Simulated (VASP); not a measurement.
# Fe (Im-3m) in VASP: density of states with PBE

Aim: the density of states of Fe with PBE.

Program: VASP 6.6.1. These are calculated values, not measurements. Logs are shortened: lines on timing, memory, paths and dates and some standing lists are left out, and cuts for length are marked.

**1. The cell of the first run**

Symmetry: Im-3m, No. 229, cubic system. Conventional cell: a = 2.758 Å, b = 2.758 Å, c = 2.758 Å, α = 90.00°, β = 90.00°, γ = 90.00°. Fe (site symmetry m-3m) has 14 Fe at 2.39 to 2.76 Å within 3.2 Å.

**2. Density of states, PBE**

POSCAR reads:

```
Fe
1.0
   -1.3789566335      1.3789566335      1.3789566335
    1.3789566335     -1.3789566335      1.3789566335
    1.3789566335      1.3789566335     -1.3789566335
Fe
1
Direct
    0.0000000000      0.0000000000      0.0000000000
```

INCAR.step1 reads:

```
SYSTEM = Fe
ALGO = Normal
EDIFF = 1E-7
ENCUT = 520
GGA = PE
ISIF = 2
ISMEAR = 0
LASPH = .True.
LCHARG = .True.
LMAXMIX = 4
LREAL = .False.
LWAVE = .False.
NBANDS = 10
NELM = 80
PREC = Accurate
SIGMA = 0.05
```

KPOINTS.step1 reads:

```
k-points
0
Gamma
  22 22 22
  0 0 0
```

INCAR.step2 reads:

```
SYSTEM = Fe
ALGO = Normal
EDIFF = 1E-7
ENCUT = 520
GGA = PE
ICHARG = 11
ISIF = 2
ISMEAR = -5
LASPH = .True.
LCHARG = .False.
LMAXMIX = 4
LORBIT = 10
LREAL = .False.
LWAVE = .False.
NEDOS = 1001
NELM = 80
PREC = Accurate
SIGMA = 0.05
```

KPOINTS.step2 reads:

```
k-points
0
Gamma
  33 33 33
  0 0 0
```

Potentials or basis: VASP PAW PBE potentials, release 64 (Fe).

The run is started by

```bash
$ cat potpaw_PBE.64/Fe/POTCAR > POTCAR
$ cp INCAR.step1 INCAR
$ cp KPOINTS.step1 KPOINTS
$ mpirun -np 1 vasp_std > vasp.out
$ cp INCAR.step2 INCAR
$ cp KPOINTS.step2 KPOINTS
$ mpirun -np 1 vasp_std > vasp.out
```

OUTCAR:

```text
SYSTEM = Fe
   EDIFF = 1E-7
   ENCUT = 520
   GGA = PE
   ICHARG = 11
   ISIF = 2
   ISMEAR = -5
   LASPH = .True.
   LORBIT = 10
   LREAL = .False.
   NELM = 80
   PREC = Accurate

 ion  position               nearest neighbor table
   1  0.000  0.000  0.000-

  LATTYP: Found a body centered cubic cell.
 ALAT       =     2.7579132670

  Lattice vectors:

 A1 = (  -1.3789566335,   1.3789566335,   1.3789566335)
 A2 = (   1.3789566335,  -1.3789566335,   1.3789566335)
 A3 = (   1.3789566335,   1.3789566335,  -1.3789566335)

Analysis of symmetry for initial positions (statically):
=====================================================================
 Subroutine PRICEL returns:
 Original cell was already a primitive cell.

 Routine SETGRP: Setting up the symmetry group for a
 body centered cubic supercell.

 Subroutine GETGRP returns: Found 48 space group operations
 (whereof 48 operations were pure point group operations)
 out of a pool of 48 trial point group operations.

The static configuration has the point symmetry O_h .

Analysis of symmetry for dynamics (positions and initial velocities):
=====================================================================
 Subroutine PRICEL returns:
 Original cell was already a primitive cell.

 Routine SETGRP: Setting up the symmetry group for a
 body centered cubic supercell.

 Subroutine GETGRP returns: Found 48 space group operations
 (whereof 48 operations were pure point group operations)
 out of a pool of 48 trial point group operations.

The dynamic configuration has the point symmetry O_h .

 Subroutine INISYM returns: Found 48 space group operations
 (whereof 48 operations are pure point group operations),
 and found     1 'primitive' translations

----------------------------------------------------------------------------------------

                                     Primitive cell

  volume of cell :      10.4885

  direct lattice vectors                    reciprocal lattice vectors
    -1.378956634  1.378956634  1.378956634     0.000000000  0.362592984  0.362592984
     1.378956634 -1.378956634  1.378956634     0.362592984  0.000000000  0.362592984
     1.378956634  1.378956634 -1.378956634     0.362592984  0.362592984  0.000000000

  length of vectors
[... 80 lines left out ...]
   ENCUT  =  520.0 eV  38.22 Ry    6.18 a.u.   4.44  4.44  4.44*2*pi/ulx,y,z
   NELM   =     80;   NELMIN=  2; NELMDL=  0     # of ELM steps
   EDIFF  = 0.1E-06   stopping-criterion for ELM
   LREAL  =      F    real-space projection
   EDIFFG = 0.1E-05   stopping-criterion for IOM
   NSW    =      0    number of steps for IOM
   IBRION =     -1    ionic relax: 0-MD 1-quasi-New 2-CG
   NFREE  =      0    steps in history (QN), initial steepest desc. (CG)
   ISIF   =      2    stress and relaxation
   ISYM   =      2    0-nonsym 1-usesym 2-fastsym
   POTIM  = 0.5000    time-step for ionic-motion
   TEBEG  =    0.0;   TEEND  =   0.0 temperature during run
   PSTRESS=    0.0 pullay stress
   NELECT =       8.0000    total number of electrons
   NUPDOWN=      -1.0000    fix difference up-down
   EMIN   =  10.00;   EMAX   =-10.00  energy-range for DOS
   EFERMI =   0.00;   METHOD = LEGACY
   ISMEAR =    -5;   SIGMA  =   0.05  broadening in eV -4-tet -1-fermi 0-gaus
   EFERMI_NEDOS =   21; number of points for ismear=-14 and -15
   IALGO  =     38    algorithm
   IMIX   =      4    mixing-type and parameters
     AMIX     =   0.40;   BMIX     =  1.00
     AMIX_MAG =   1.60;   BMIX_MAG =  1.00
  volume/ion in A,a.u.               =      10.49        70.78
  Fermi-wavevector in a.u.,A,eV,Ry     =   1.495779  2.826613 30.441078  2.237356
  Thomas-Fermi vector in A             =   2.607880
   LORBIT       =     10    0 simple, 1 ext, 2 COOP (PROOUT), +10 PAW based schemes
   GGA     = PE    functional components
   LHFCALC =     F    Hartree Fock is set to
   AEXX    =    0.0000 exact exchange contribution
   IVDW    =     0    specifies the selected vdW correction
   LEPSILON=     F    determine dielectric tensor
   LRPA    =     F    only Hartree local field effects (RPA)
 non-spin polarized calculation
 Fermi weights with tetrahedron method with Bloechl corrections
  energy-cutoff  :      520.00
  volume of cell :       10.49
 maximum number of plane-waves:       321
 NGX is ok and might be reduce to    18

 number of electron       7.9999995 magnetization

 Free energy of the ion-electron system (eV)
  ---------------------------------------------------
  ext. energy  EPLUGINS =         0.00000000
  ---------------------------------------------------
  free energy    TOTEN  =        -7.76395846 eV

  energy without entropy =       -7.76395846  energy(sigma->0) =       -7.76395846

 E-fermi :   6.7306     XC(G=0): -13.6189

 val. band max:        6.7633208714   @ k =  -0.4242   0.4242   0.3636
 cond. band min:       6.7245947554   @ k =   0.1212   0.1212   0.0606
 fundamental gap:     -0.0387261160
 Fermi energy:         6.7305918796

 k-point     1 :       0.0000    0.0000    0.0000
  band No.  band energies     occupation
      1      -2.1587      2.00000
      2       4.9413      2.00000
      3       4.9413      2.00000
      4       4.9413      2.00000
      5       6.6828      2.00000
      6       6.6828      2.00000
      7      32.3959      0.00000
      8      32.3959      0.00000
[... 243 lines left out ...]
 k-point    24 :       0.2121    0.0303    0.0000
  band No.  band energies     occupation
      1      -0.0665      2.00000
      2       4.3581      2.00000
      3       4.7187      2.00000
      4       6.1730      2.00000
      5       6.3849      2.00000
      6       6.7666     -0.00578
      7      24.7118      0.00000
      8      29.0499      0.00000

 [... further k-points ...]
[... 5 lines left out ...]
  --------------------------------------------------------------------------------------
  -------------------------------------------------------------------------------------
  Total       -0.0773199     -0.0773199     -0.0773199     -0.0000000     -0.0000000      0.0000000
  in kB      -11.8110992    -11.8110992    -11.8110992     -0.0000000     -0.0000000      0.0000000
  external PRESSURE =     -11.8110992 kB  Pullay stress =       0.0000000 kB

 VOLUME and BASIS-vectors are now :
 -----------------------------------------------------------------------------
  energy-cutoff  :      520.00
  volume of cell :       10.49
      direct lattice vectors                 reciprocal lattice vectors
    -1.378956634  1.378956634  1.378956634     0.000000000  0.362592984  0.362592984
     1.378956634 -1.378956634  1.378956634     0.362592984  0.000000000  0.362592984
     1.378956634  1.378956634 -1.378956634     0.362592984  0.362592984  0.000000000

 POSITION                                       TOTAL-FORCE (eV/Angst)
 -----------------------------------------------------------------------------------
      0.00000      0.00000      0.00000        -0.000000      0.000000     -0.000000
 -----------------------------------------------------------------------------------
    total drift:                                0.000000     -0.000000      0.000000

  FREE ENERGIE OF THE ION-ELECTRON SYSTEM (eV)
  ---------------------------------------------------
  free  energy   TOTEN  =        -7.7639584617 eV

  energy  without entropy=       -7.7639584617  energy(sigma->0) =       -7.76395846

 total charge

# of ion       s       p       d       tot
------------------------------------------
    1        0.514   0.601   6.321   7.436
```

OSZICAR.step1:

```text
N       E                     dE             d eps       ncg     rms          rms(c)
DAV:   1     0.166070020947E+02    0.16607E+02   -0.44239E+03  6970   0.106E+03
DAV:   2    -0.871823295759E+01   -0.25325E+02   -0.24145E+02  6618   0.132E+02
DAV:   3    -0.922518988641E+01   -0.50696E+00   -0.50277E+00  7300   0.233E+01
DAV:   4    -0.922727195099E+01   -0.20821E-02   -0.20818E-02  7020   0.139E+00
DAV:   5    -0.922728663034E+01   -0.14679E-04   -0.14679E-04  7166   0.112E-01    0.119E+01
DAV:   6    -0.787458115981E+01    0.13527E+01   -0.11450E+01  7086   0.530E+01    0.202E+00
DAV:   7    -0.778478927376E+01    0.89792E-01   -0.59221E-01  7208   0.116E+01    0.961E-01
DAV:   8    -0.776952162540E+01    0.15268E-01   -0.13091E-02  9760   0.111E+00    0.336E-01
DAV:   9    -0.776634929957E+01    0.31723E-02   -0.16908E-03  7934   0.328E-01    0.559E-02
DAV:  10    -0.776635538240E+01   -0.60828E-05   -0.76990E-06  7378   0.369E-02    0.131E-02
DAV:  11    -0.776635416060E+01    0.12218E-05   -0.68357E-07  7062   0.885E-03    0.990E-04
DAV:  12    -0.776635426166E+01   -0.10106E-06   -0.85328E-09  3602   0.842E-04    0.246E-04
DAV:  13    -0.776635428050E+01   -0.18846E-07   -0.15629E-09  3400   0.295E-04
   1 F= -.77663543E+01 E0= -.77643259E+01  d E =-.405682E-02
```

Wall time 71 s (1 thread of AMD EPYC 7R13 (Zen 3), shared host); peak memory 0.23 GiB.

Results:

```
Valence electrons inside the program's atomic spheres : Fe 7.44
```

Caveat: the run has no spin polarisation, though such a crystal can be magnetic; tetrahedron occupations give inexact forces and stress in metals.
